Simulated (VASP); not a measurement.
A run of VASP 6.6.1 is set up as follows.

File INCAR:

```
SYSTEM = SiC
ALGO     = Normal         ! electronic algorithm
EDIFF    = 1E-7           ! SCF threshold, eV
EDIFFG   = -0.008         ! ionic threshold
ENCUT    = 520            ! plane-wave cutoff, eV
GGA      = PE             ! functional
IBRION   = 2              ! ionic algorithm
ISIF     = 2              ! what is computed and relaxed
ISMEAR   = 0              ! smearing method
LASPH    = .TRUE.         ! aspherical terms in the spheres
LCHARG   = .FALSE.        ! write CHGCAR
LREAL    = .FALSE.        ! projectors in reciprocal space
LWAVE    = .FALSE.        ! write WAVECAR
NELM     = 60             ! most SCF steps
NSW      = 60             ! ionic steps
PREC     = Accurate       ! precision mode
SIGMA    = 0.02           ! smearing width, eV
```

Contents of KPOINTS:

```
k-points
0
G
  10 10 6
  0 0 0
```

File POSCAR:

```
SiC
1.0
    2.1898629696      2.1898629696      0.0000000000
   -2.1898629696      2.1898629696      0.0000000000
    0.1238773565      0.1238773565      4.3797259393
Si C
2 2
Direct
    0.5019706206      0.0000000000      0.7498883568
    0.0019706206      0.5000000000      0.2498883568
   -0.0019706206      0.0000000000      0.0001116432
    0.4980293794      0.5000000000      0.5001116432
```

Potentials or basis: VASP PAW PBE potentials, release 64 (Si, C).

The run is started by

```bash
$ cat potpaw_PBE.64/Si/POTCAR potpaw_PBE.64/C/POTCAR > POTCAR
$ mpirun -np 1 vasp_std > vasp.out
```

Q: Predict the energy gained by relaxing.

A: 0.1 meV/atom.

Q: Estimate the band gap on the k mesh.

A: 1.14 eV.

Final structure:
```
CELL_PARAMETERS angstrom
2.18986 2.18986 0.00000
-2.18986 2.18986 0.00000
0.12388 0.12388 4.37973
ATOMIC_POSITIONS crystal
Si 0.50261 0.00000 0.74977
Si 0.00261 0.50000 0.24977
C 0.99739 0.00000 0.00023
C 0.49739 0.50000 0.50023
```

Caveat: the cell differs from its parent crystal (shear of c along a, cell held: +4.0 %). A k mesh can miss the band edges.
